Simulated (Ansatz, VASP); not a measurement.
# SnO in VASP and in Ansatz

```
Sn O
1.0
     3.86859    0.00000    0.00000
     0.00000    3.86859    0.00000
     0.00000    0.00000    5.06621
Sn O
2 2
Cartesian
  1.9343 0.0000 1.1589
  0.0000 1.9343 3.9073
  0.0000 0.0000 0.0000
  1.9343 1.9343 0.0000
```

Alike in both runs: functional PBE; k mesh 12 × 12 × 10; occupations gaussian, width 0.1 eV; no spin polarisation.

Ansatz relaxed the structure, and its values are those at the end. VASP's run is a single point on that final structure, the one shown.

|  | VASP | Ansatz |
| --- | --- | --- |
| version | VASP 6.6.1 | Ansatz 0.2.0 |
| potentials or method | VASP PAW PBE potentials, release 64 (Sn_d, O), cutoff 520 eV | scalar-relativistic, plane waves, PAW |
| valence electrons in the cell | 40 | 40 |

Ansatz gave:

```
gap on the k mesh at the Fermi level (eV) : 0.50
least direct gap on the mesh (eV)         : 1.94
pressure (GPa)                            : 0.0
rms of the force components (eV/Å)        : 0.000
```

Q: Which values does VASP return?

A: gap on the k mesh at the Fermi level (eV): 0.50; least direct gap on the mesh (eV): 1.91; pressure (GPa): 0.2; rms of the force components (eV/Å): 0.031.

With one functional, cell and mesh, what is left measures potentials, basis and numerics.
